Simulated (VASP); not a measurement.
A run of VASP 6.6.1 is set up as follows.

The input INCAR:

```
SYSTEM = Sn
PREC = Accurate
ENCUT = 520
EDIFF = 1E-6
ISMEAR = 0
SIGMA = 0.15
LREAL = .FALSE.
LASPH = .TRUE.
NELM = 100
ALGO = Fast
ISIF = 2
LWAVE = .FALSE.
LCHARG = .FALSE.
GGA = PS
IVDW = 12
NBANDS = 13
```

File KPOINTS:

```
Automatic mesh
0
G
  20 20 20
  0 0 0
```

The input POSCAR:

```
Sn
1.0
   -1.8354047422      1.8354047422      2.0189452164
    1.8354047422     -1.8354047422      2.0189452164
    1.8354047422      1.8354047422     -2.0189452164
Sn
1
Direct
    0.0000000000      0.0000000000      0.0000000000
```

Potentials or basis: VASP PAW PBE potentials, release 64 (Sn_d).

Command:

```bash
$ cat potpaw_PBE.64/Sn_d/POTCAR > POTCAR
$ mpirun -np 1 vasp_std > vasp.out
```

**Question.** What does it give for the band gap on the k mesh?

**Answer.** Zero (bands 7 and 8 overlap by 9.97 eV).

**Question.** Estimate the dispersion energy per atom.

**Answer.** -0.389 eV.

**Question.** What does it give for the pressure?

**Answer.** -4.3 GPa.

Stress tensor (GPa, compression positive):
```
-4.47  0.00  0.00
 0.00 -4.47  0.00
 0.00  0.00 -3.87
```

Caveat: the cell stands under tension; the PAW data sets were made with another functional, which shifts forces and pressure a little; spin-orbit coupling is left out, which moves the levels of the heavy elements.
